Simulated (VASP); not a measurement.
Here is a VASP 6.6.1 calculation.

INCAR

```
ALGO     = Normal         # electronic algorithm
EDIFF    = 1E-7           # SCF threshold, eV
ENCUT    = 520            # plane-wave cutoff, eV
GGA      = PS             # functional
ISIF     = 2              # what is computed and relaxed
ISMEAR   = -1             # smearing method
ISPIN    = 2              # spin polarisation
IVDW     = 12             # dispersion correction
LASPH    = T              # aspherical terms in the spheres
LCHARG   = F              # write CHGCAR
LMAXMIX  = 4              # l up to which the mixer works
LORBIT   = 11             # projections on sites
LREAL    = F              # projectors in reciprocal space
LWAVE    = F              # write WAVECAR
MAGMOM   = 1 0 0          # initial moments
NBANDS   = 20             # bands
NELM     = 150            # most SCF steps
PREC     = Accurate       # precision mode
SIGMA    = 0.05           # smearing width, eV
```

The input KPOINTS:

```
k-points
0
Gamma
  9 9 9
```

Contents of POSCAR:

```
Si2Ni
1.0
    0.0000000000      2.6702198748      2.6702198748
    2.6702198748      0.0000000000      2.6702198748
    2.6702198748      2.6702198748      0.0000000000
Ni Si
1 2
Direct
    0.0000000000      0.0000000000      0.0000000000
    0.7500000000      0.7500000000      0.7500000000
    0.2500000000      0.2500000000      0.2500000000
```

Potentials or basis: VASP PAW PBE potentials, release 64 (Ni, Si).

The run is started by

```bash
$ cat potpaw_PBE.64/Ni/POTCAR potpaw_PBE.64/Si/POTCAR > POTCAR
$ mpirun -np 1 vasp_std > vasp.out
```

(1) Estimate the dispersion energy per atom.

(2) Predict the band gap on the k mesh.

(3) Estimate the pressure.

## Answers

(1) -0.403 eV.

(2) zero (filled and empty bands overlap).

(3) 0.1 GPa.

Caveat: the PAW data sets were made with another functional, which shifts forces and pressure a little; pairwise dispersion overbinds metals, which lowers pressure and volume.
